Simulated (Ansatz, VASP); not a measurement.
Bi2Se3: VASP beside Ansatz

```
CELL_PARAMETERS angstrom
2.07150 1.19598 9.54533
-2.07150 1.19598 9.54533
0.00000 -2.39196 9.54533
ATOMIC_POSITIONS crystal
Bi 0.39985 0.39985 0.39985
Bi 0.60015 0.60015 0.60015
Se 0.00000 0.00000 0.00000
Se 0.21267 0.21267 0.21267
Se 0.78733 0.78733 0.78733
```

Alike in both runs: functional LDA; k mesh 12 × 12 × 12; occupations gaussian, width 0.03 eV; no spin polarisation.

Ansatz relaxed the structure, and its values are those at the end. VASP's run is a single point on that final structure, the one shown.

|  | VASP | Ansatz |
| --- | --- | --- |
| version | VASP 6.6.1 | Ansatz 0.2.0 |
| potentials or method | VASP PAW LDA potentials, release 64 (Bi_d, Se) | scalar-relativistic, plane waves, PAW |
| plane-wave cutoff (eV) | 520 | 420 |
| valence electrons in the cell | 48 | 78 |

```csv
,VASP,Ansatz,Ansatz less VASP
gap on the k mesh at the Fermi level (eV),0.09,0.10,+0.005
least direct gap on the mesh (eV),0.09,0.10,+0.005
pressure (GPa),-1.3,-1.5,-0.16
rms of the force components (eV/Å),0.013,0.000,-0.0125
```

LDA's correlation is that of Perdew and Zunger in VASP and of Perdew and Wang (1992) in Ansatz. VASP's potentials hold 48 valence electrons a cell and Ansatz's 78, so a difference there can come from the potentials and not from the codes. Ansatz's warnings: stress scf threshold loose.

Spin-orbit coupling is off throughout.
